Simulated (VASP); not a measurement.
# NaF (Villiaumite) in VASP: a series of runs

Aim: see how the results for NaF (Villiaumite) move with the level of theory and the settings. Levels: r2SCAN, HSE06. Tasks: single point.

Everything below comes from runs of VASP 6.6.1. Logs are shortened: lines on timing, memory, paths and dates and some standing lists are left out, and cuts for length are marked.

## (1) The cell of the first run

It takes space group Immm (No. 71, orthorhombic). The conventional cell has a = 3.155 Å, b = 3.342 Å, c = 4.594 Å, α = 90.00°, β = 90.00°, γ = 90.00°. Na (site symmetry mmm) has 6 F at 2.30 Å within 3.0 Å. Within 3.0 Å of F (site symmetry mmm) lie 6 Na at 2.30 Å.

## (2) Single point, r2SCAN (shear xy strain +5.8%)

The input, POSCAR:

```
NaF
1.0
    0.0660457016      2.2972417931      2.2972417931
    2.2972417931      0.0660457016      2.2972417931
    2.3632874946      2.3632874946     -0.0000000001
Na F
1 1
Direct
    0.0000000000      0.0000000000      0.0000000000
    0.5000000000      0.5000000000      0.5000000000
```

The input, INCAR.step1:

```
ALGO = Normal
EDIFF = 1E-4
ENCUT = 520
GGA = PE
ISMEAR = 0
LASPH = True
LCHARG = False
LREAL = False
LWAVE = True
NBANDS = 14
NELM = 80
PREC = Accurate
SIGMA = 0.01
```

The input, INCAR.step2:

```
ALGO = Normal
EDIFF = 1E-7
ENCUT = 520
ISIF = 2
ISMEAR = 0
ISTART = 1
LASPH = True
LCHARG = True
LELF = True
LMIXTAU = True
LREAL = False
LVHAR = True
LWAVE = False
METAGGA = R2SCAN
NBANDS = 14
NELM = 80
PREC = Accurate
SIGMA = 0.01
```

The input, KPOINTS:

```
k-points
0
Gamma
  10 10 10
```

Potentials or basis: VASP PAW PBE potentials, release 64 (Na_pv, F).

Run with:

```sh
cat potpaw_PBE.64/Na_pv/POTCAR potpaw_PBE.64/F/POTCAR > POTCAR
cp INCAR.step1 INCAR
mpirun -np 1 vasp_std > vasp.out
cp INCAR.step2 INCAR
mpirun -np 1 vasp_std > vasp.out
```

OUTCAR:

```text
EDIFF = 1E-7
   ENCUT = 520
   ISIF = 2
   ISMEAR = 0
   ISTART = 1
   LASPH = True
   LREAL = False
   METAGGA = R2SCAN
   NELM = 80
   PREC = Accurate

 ion  position               nearest neighbor table
   1  0.000  0.000  0.000-   2 2.30   2 2.30   2 2.30   2 2.30   2 2.30   2 2.30
   2  0.500  0.500  0.500-   1 2.30   1 2.30   1 2.30   1 2.30   1 2.30   1 2.30

  LATTYP: Found a body centered orthorhombic cell.
 ALAT       =     3.1553877729
 B/A-ratio  =     1.0592020592
 C/A-ratio  =     1.4560757400

  Lattice vectors:

 A1 = (   2.2972417930,   0.0660457015,  -2.2972417932)
 A2 = (  -2.2972417931,  -0.0660457016,  -2.2972417931)
 A3 = (   0.0660457016,   2.2972417931,   2.2972417931)

Analysis of symmetry for initial positions (statically):
=====================================================================
 Subroutine PRICEL returns:
 Original cell was already a primitive cell.

 Routine SETGRP: Setting up the symmetry group for a
 body centered orthorhombic supercell.

 Subroutine GETGRP returns: Found  8 space group operations
 (whereof  8 operations were pure point group operations)
 out of a pool of  8 trial point group operations.

The static configuration has the point symmetry D_2h.

Analysis of symmetry for dynamics (positions and initial velocities):
=====================================================================
 Subroutine PRICEL returns:
 Original cell was already a primitive cell.

 Routine SETGRP: Setting up the symmetry group for a
 body centered orthorhombic supercell.

 Subroutine GETGRP returns: Found  8 space group operations
 (whereof  8 operations were pure point group operations)
 out of a pool of  8 trial point group operations.

The dynamic configuration has the point symmetry D_2h.

 Subroutine INISYM returns: Found  8 space group operations
 (whereof  8 operations are pure point group operations),
 and found     1 'primitive' translations

----------------------------------------------------------------------------------------

                                     Primitive cell

  volume of cell :      24.2265

  direct lattice vectors                    reciprocal lattice vectors
     0.066045702  2.297241793  2.297241793    -0.224095050  0.224095050  0.217652317
     2.297241793  0.066045702  2.297241793     0.224095050 -0.224095050  0.217652317
     2.363287495  2.363287495 -0.000000000     0.211569689  0.211569689 -0.217652317

  length of vectors
     3.249461763  3.249461763  3.342193227     0.384460290  0.384460290  0.369994592

  position of ions in fractional coordinates (direct lattice)
     0.000000000  0.000000000  0.000000000
     0.500000000  0.500000000  0.500000000

  ion indices of the primitive-cell ions
   primitive index   ion index
                 1           1
                 2           2

----------------------------------------------------------------------------------------

 KPOINTS: k-points

Automatic generation of k-mesh.
 Grid dimensions read from file:
 generate k-points for:   10   10   10

 Generating k-lattice:

  Cartesian coordinates                     Fractional coordinates (reciprocal lattice)
    -0.022409505  0.022409505  0.021765232     0.100000000  0.000000000 -0.000000000
     0.022409505 -0.022409505  0.021765232     0.000000000  0.100000000 -0.000000000
     0.021156969  0.021156969 -0.021765232    -0.000000000 -0.000000000  0.100000000

  Length of vectors
     0.038446029  0.038446029  0.036999459

  Shift w.r.t. Gamma in fractional coordinates (k-lattice)
     0.000000000  0.000000000  0.000000000

 Subroutine IBZKPT returns following result:
 ===========================================

 Found    171 irreducible k-points:

 Following reciprocal coordinates:
            Coordinates               Weight
  0.000000  0.000000  0.000000      1.000000
  0.100000  0.000000 -0.000000      4.000000
  0.200000  0.000000 -0.000000      4.000000
  0.300000  0.000000  0.000000      4.000000
  0.400000  0.000000 -0.000000      4.000000
  0.500000  0.000000 -0.000000      2.000000
[... 16 lines left out ...]
  0.300000  0.300000 -0.000000      2.000000
  0.400000  0.300000 -0.000000      4.000000
 [... further k-points ...]
   k-points           NKPTS =    171   k-points in BZ     NKDIM =    171   number of bands    NBANDS=     14
   number of dos      NEDOS =    301   number of ions     NIONS =      2
   total plane-waves  NPLWV =  16128
   dimension x,y,z NGX =    24 NGY =   24 NGZ =   28
   dimension x,y,z NGXF=    48 NGYF=   48 NGZF=   56
   ions per type =               1   1
   NGX,Y,Z   is equivalent  to a cutoff of  12.28, 12.28, 13.93 a.u.
   NGXF,Y,Z  is equivalent  to a cutoff of  24.56, 24.56, 27.86 a.u.
 SYSTEM =  unknown system
   PREC   = accura    normal or accurate (medium, high low for compatibility)
   ISTART =      1    job   : 0-new  1-cont  2-samecut
   ICHARG =      0    charge: 1-file 2-atom 10-const
   ISPIN  =      1    spin polarized calculation?
   LNONCOLLINEAR =      F non collinear calculations
   LSORBIT =      F    spin-orbit coupling
   LASPH  =      T    aspherical Exc in radial PAW
   ENCUT  =  520.0 eV  38.22 Ry    6.18 a.u.   6.04  6.04  6.21*2*pi/ulx,y,z
   NELM   =     80;   NELMIN=  2; NELMDL=  0     # of ELM steps
   EDIFF  = 0.1E-06   stopping-criterion for ELM
   LREAL  =      F    real-space projection
   EDIFFG = 0.1E-05   stopping-criterion for IOM
   NSW    =      0    number of steps for IOM
   IBRION =     -1    ionic relax: 0-MD 1-quasi-New 2-CG
   NFREE  =      0    steps in history (QN), initial steepest desc. (CG)
   ISIF   =      2    stress and relaxation
   ISYM   =      2    0-nonsym 1-usesym 2-fastsym
   POTIM  = 0.5000    time-step for ionic-motion
   TEBEG  =    0.0;   TEEND  =   0.0 temperature during run
   PSTRESS=    0.0 pullay stress
   NELECT =      14.0000    total number of electrons
   NUPDOWN=      -1.0000    fix difference up-down
   EMIN   =  10.00;   EMAX   =-10.00  energy-range for DOS
   EFERMI =   0.00;   METHOD = LEGACY
   ISMEAR =     0;   SIGMA  =   0.01  broadening in eV -4-tet -1-fermi 0-gaus
   EFERMI_NEDOS =   21; number of points for ismear=-14 and -15
   IALGO  =     38    algorithm
   IMIX   =      4    mixing-type and parameters
     AMIX     =   0.40;   BMIX     =  1.00
     AMIX_MAG =   1.60;   BMIX_MAG =  1.00
  volume/ion in A,a.u.               =      12.11        81.74
  Fermi-wavevector in a.u.,A,eV,Ry     =   1.363601  2.576831 25.298762  1.859407
  Thomas-Fermi vector in A             =   2.489989
   LORBIT       =      0    0 simple, 1 ext, 2 COOP (PROOUT), +10 PAW based schemes
   METAGGA = R2SCAN    functional components
   LHFCALC =     F    Hartree Fock is set to
   AEXX    =    0.0000 exact exchange contribution
   IVDW    =     0    specifies the selected vdW correction
   LEPSILON=     F    determine dielectric tensor
   LRPA    =     F    only Hartree local field effects (RPA)
 non-spin polarized calculation
 Gauss-broadening in eV      SIGMA  =   0.01
  energy-cutoff  :      520.00
  volume of cell :       24.23
 maximum number of plane-waves:       666
   NGX = 13   NGY = 13   NGZ = 13

 number of electron      14.0000011 magnetization

 Free energy of the ion-electron system (eV)
  ---------------------------------------------------
  ext. energy  EPLUGINS =         0.00000000
  ---------------------------------------------------
  free energy    TOTEN  =       -12.59673754 eV

  energy without entropy =      -12.59673754  energy(sigma->0) =      -12.59673754

 E-fermi :  -2.3279     XC(G=0):  -9.9172

 val. band max:       -2.5198664665   @ k =   0.0000   0.0000   0.0000
 cond. band min:       4.7057966504   @ k =   0.0000   0.0000   0.0000
 fundamental gap:      7.2256631169
 Fermi energy:        -2.3278677358

 k-point     1 :       0.0000    0.0000    0.0000
  band No.  band energies     occupation
      1     -22.9457      2.00000
      2     -22.0437      2.00000
      3     -22.0411      2.00000
      4     -22.0365      2.00000
      5      -2.6787      2.00000
      6      -2.6092      2.00000
      7      -2.5199      2.00000
      8       4.7058      0.00000
      9      16.6574      0.00000
     10      17.3873      0.00000
     11      18.1163      0.00000
     12      20.0485      0.00000
     13      22.7209      0.00000
     14      22.7716      0.00000

 k-point     2 :       0.1000    0.0000   -0.0000
  band No.  band energies     occupation
      1     -22.9958      2.00000
      2     -22.0438      2.00000
      3     -22.0375      2.00000
      4     -21.9786      2.00000
      5      -2.7566      2.00000
      6      -2.7075      2.00000
      7      -2.6025      2.00000
      8       5.0778      0.00000
      9      16.3030      0.00000
     10      16.8488      0.00000
     11      17.8406      0.00000
     12      21.7628      0.00000
     13      22.3350      0.00000
     14      22.4473      0.00000

 k-point     3 :       0.2000    0.0000   -0.0000
  band No.  band energies     occupation
      1     -23.1036      2.00000
      2     -22.0485      2.00000
      3     -22.0400      2.00000
      4     -21.8338      2.00000
      5      -3.2136      2.00000
      6      -2.7822      2.00000
      7      -2.6897      2.00000
      8       6.0405      0.00000
      9      14.4905      0.00000
     10      17.3578      0.00000
     11      18.2662      0.00000
     12      21.6002      0.00000
     13      21.9348      0.00000
     14      23.3124      0.00000

 k-point     4 :       0.3000    0.0000    0.0000
  band No.  band energies     occupation
      1     -23.2091      2.00000
      2     -22.0542      2.00000
      3     -22.0431      2.00000
      4     -21.6819      2.00000
      5      -3.7088      2.00000
      6      -2.8731      2.00000
      7      -2.7868      2.00000
      8       7.2940      0.00000
      9      13.0149      0.00000
     10      17.9726      0.00000
     11      18.7541      0.00000
     12      21.1082      0.00000
     13      21.7150      0.00000
     14      23.1792      0.00000

 k-point     5 :       0.4000    0.0000   -0.0000
  band No.  band energies     occupation
      1     -23.2809      2.00000
      2     -22.0588      2.00000
      3     -22.0455      2.00000
      4     -21.5720      2.00000
      5      -4.0671      2.00000
      6      -2.9455      2.00000
      7      -2.8633      2.00000
      8       8.5292      0.00000
      9      11.8721      0.00000
     10      18.3852      0.00000
     11      19.0167      0.00000
[... 276 lines left out ...]
 k-point    22 :      -0.2000    0.2000    0.0000
  band No.  band energies     occupation
      1     -23.1658      2.00000
      2     -22.0800      2.00000
      3     -22.0394      2.00000
      4     -21.7090      2.00000
      5      -3.6966      2.00000
      6      -2.9564      2.00000
      7      -2.8902      2.00000
      8       7.7938      0.00000
      9      12.9366      0.00000
     10      17.0311      0.00000
     11      19.0950      0.00000
     12      19.5715      0.00000
     13      21.5863      0.00000
     14      25.3446      0.00000

 k-point    23 :       0.3000    0.3000   -0.0000
  band No.  band energies     occupation
      1     -23.0249      2.00000
      2     -22.0759      2.00000
      3     -22.0754      2.00000
      4     -21.8556      2.00000
      5      -3.6873      2.00000
      6      -2.9919      2.00000
      7      -2.7729      2.00000
      8       8.0563      0.00000
      9      12.5382      0.00000
     10      16.8354      0.00000
     11      17.6875      0.00000
     12      19.1528      0.00000
     13      24.7962      0.00000
     14      25.1113      0.00000

 k-point    24 :       0.4000    0.3000   -0.0000
  band No.  band energies     occupation
      1     -22.9807      2.00000
      2     -22.0912      2.00000
      3     -22.0811      2.00000
      4     -21.8817      2.00000
      5      -3.7945      2.00000
      6      -3.0510      2.00000
      7      -2.8987      2.00000
      8       9.0881      0.00000
      9      12.0601      0.00000
     10      15.6667      0.00000
     11      17.9096      0.00000
     12      19.1698      0.00000
     13      24.6045      0.00000
     14      25.4135      0.00000

 [... further k-points ...]
[... 5 lines left out ...]
  --------------------------------------------------------------------------------------
  -------------------------------------------------------------------------------------
  Total       -0.0819458     -0.0819458     -0.1213080     -0.2447056      0.0000000      0.0000000
  in kB       -5.4193387     -5.4193387     -8.0224890    -16.1831689      0.0000000      0.0000000
  external PRESSURE =      -6.2870554 kB  Pullay stress =       0.0000000 kB

 VOLUME and BASIS-vectors are now :
 -----------------------------------------------------------------------------
  energy-cutoff  :      520.00
  volume of cell :       24.23
      direct lattice vectors                 reciprocal lattice vectors
     0.066045702  2.297241793  2.297241793    -0.224095050  0.224095050  0.217652317
     2.297241793  0.066045702  2.297241793     0.224095050 -0.224095050  0.217652317
     2.363287495  2.363287495 -0.000000000     0.211569689  0.211569689 -0.217652317

 POSITION                                       TOTAL-FORCE (eV/Angst)
 -----------------------------------------------------------------------------------
      0.00000      0.00000      0.00000         0.000000      0.000000      0.000000
      2.36329      2.36329      2.29724        -0.000000     -0.000000     -0.000000
 -----------------------------------------------------------------------------------
    total drift:                                0.000000     -0.000000      0.000000

  FREE ENERGIE OF THE ION-ELECTRON SYSTEM (eV)
  ---------------------------------------------------
  free  energy   TOTEN  =       -12.5967375409 eV

  energy  without entropy=      -12.5967375409  energy(sigma->0) =      -12.59673754
```

Run time: 2.2 min. Hardware: 1 thread of Intel Xeon Platinum 8375C at 2.90GHz (Ice Lake), shared host; peak memory 0.18 GiB.

What came out:

```yaml
Free_energy: -12.5967 eV
Pressure: -0.6 GPa
Band_gap_on_the_k_mesh: 7.23 eV, direct
```

Levels at points of the mesh, in eV from the valence-band top:
| k point | band 5 | band 6 | band 7 | band 8 | band 9 | band 10 |
| --- | --- | --- | --- | --- | --- | --- |
| (0.00, 0.00, 0.00) | -0.16 | -0.09 | 0.00 | 7.23 | 19.18 | 19.91 |
| (0.50, 0.00, 0.00) | -1.68 | -0.45 | -0.37 | 11.71 | 13.81 | 21.02 |
| (0.50, 0.50, 0.00) | -1.39 | -0.62 | -0.37 | 13.83 | 14.20 | 15.14 |
| (0.00, 0.00, 0.50) | -1.71 | -0.36 | -0.26 | 11.70 | 13.30 | 21.67 |
| (0.50, 0.00, 0.50) | -1.39 | -0.50 | -0.50 | 13.92 | 14.20 | 15.02 |

Caveat: the cell differs from its parent crystal (shear xy strain +5.8%); the PAW data sets were made with another functional, which shifts forces and pressure a little.

## (3) Single point, HSE06 (strain +4.9%)

The input, POSCAR:

```
NaF
1.0
    0.0000000000      2.4088877442      2.4088877442
    2.4088877442      0.0000000000      2.4088877442
    2.4088877442      2.4088877442      0.0000000000
Na F
1 1
Direct
    0.0000000000      0.0000000000      0.0000000000
    0.5000000000      0.5000000000      0.5000000000
```

The input, INCAR.step1:

```
SYSTEM = NaF
PREC = Accurate ; ENCUT = 520
EDIFF = 1E-5 ; ISMEAR = 0
SIGMA = 0.01 ; LREAL = .FALSE.
LASPH = .TRUE. ; NELM = 60
ALGO = Normal ; ISIF = 2
LWAVE = .TRUE. ; LCHARG = .FALSE.
NBANDS = 14 ; GGA = PE
```

The input, INCAR.step2:

```
SYSTEM = NaF
PREC = Accurate ; ENCUT = 520
EDIFF = 1E-6 ; ISMEAR = 0
SIGMA = 0.01 ; LREAL = .FALSE.
LASPH = .TRUE. ; NELM = 60
ALGO = Normal ; ISIF = 2
LWAVE = .FALSE. ; LCHARG = .FALSE.
GGA = PE ; LHFCALC = .TRUE.
HFSCREEN = 0.2079 ; PRECFOCK = Normal
NBANDS = 14 ; ISTART = 1
```

The input, KPOINTS:

```
regular mesh
0
G
  6 6 6
  0 0 0
```

Potentials or basis: VASP PAW PBE potentials, release 64 (Na_pv, F).

Run with:

```sh
cat potpaw_PBE.64/Na_pv/POTCAR potpaw_PBE.64/F/POTCAR > POTCAR
cp INCAR.step1 INCAR
mpirun -np 1 vasp_std > vasp.out
cp INCAR.step2 INCAR
mpirun -np 1 vasp_std > vasp.out
```

It took 11 min on 1 thread of Intel Xeon Platinum 8375C at 2.90GHz (Ice Lake), shared host; peak memory 0.26 GiB.

The run converged. Its results:

```
Free energy            : -10.2725 eV
Pressure               : -4.3 GPa
Band gap on the k mesh : 7.80 eV, direct
```

Levels at points of the mesh, in eV from the valence-band top:
| k point | band 4 | band 5 | band 6 | band 7 | band 8 | band 9 | band 10 | band 11 |
| --- | --- | --- | --- | --- | --- | --- | --- | --- |
| (0.00, 0.00, 0.00) | -20.55 | 0.00 | 0.00 | 0.00 | 7.80 | 20.43 | 20.43 | 20.43 |
| (0.50, 0.00, 0.00) | -19.93 | -1.37 | -0.21 | -0.21 | 12.23 | 13.78 | 21.22 | 21.22 |
| (0.50, 0.50, 0.00) | -20.36 | -1.14 | -0.37 | -0.37 | 14.49 | 14.79 | 14.99 | 20.80 |

Caveat: the cell differs from its parent crystal (strain +4.9%); the PAW data sets were made with another functional, which shifts forces and pressure a little.
